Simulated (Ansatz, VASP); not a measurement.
## Two plane-wave programs on Al

```xyz
4
Lattice="2.8144 0.0000 0.0000 -1.4072 2.4374 0.0000 0.0000 0.0000 9.2410" Properties=species:S:1:pos:R:3 pbc="T T T"
Al    0.0000    0.0000    0.0000
Al    0.0000    1.9049    1.8903
Al    0.0000    0.0000    4.6205
Al    1.4072    0.8125    6.9308
```

Alike in both runs: task single point; functional PBE; dispersion D3(BJ); k mesh 18 × 18 × 4; occupations gaussian, width 0.15 eV; no spin polarisation.

|  | VASP | Ansatz |
| --- | --- | --- |
| version | VASP 6.6.1 | Ansatz 0.2.0 |
| potentials or method | VASP PAW PBE potentials, release 64 (Al), cutoff 520 eV | scalar-relativistic, plane waves, PAW |
| valence electrons in the cell | 12 | 12 |

```tsv
	VASP	Ansatz	Ansatz less VASP
gap on the k mesh at the Fermi level (eV)	none	none	-
pressure (GPa)	4.7	4.7	0.00
traceless stress, the component that is largest in VASP (GPa)	3.74	3.73	-0.009
rms of the force components (eV/Å)	1.184	1.184	-0.0008
```

Atom by atom the forces differ by 0.001 eV/Å (rms over components). A gap of «none» marks a metal or a gap that the smearing closes.
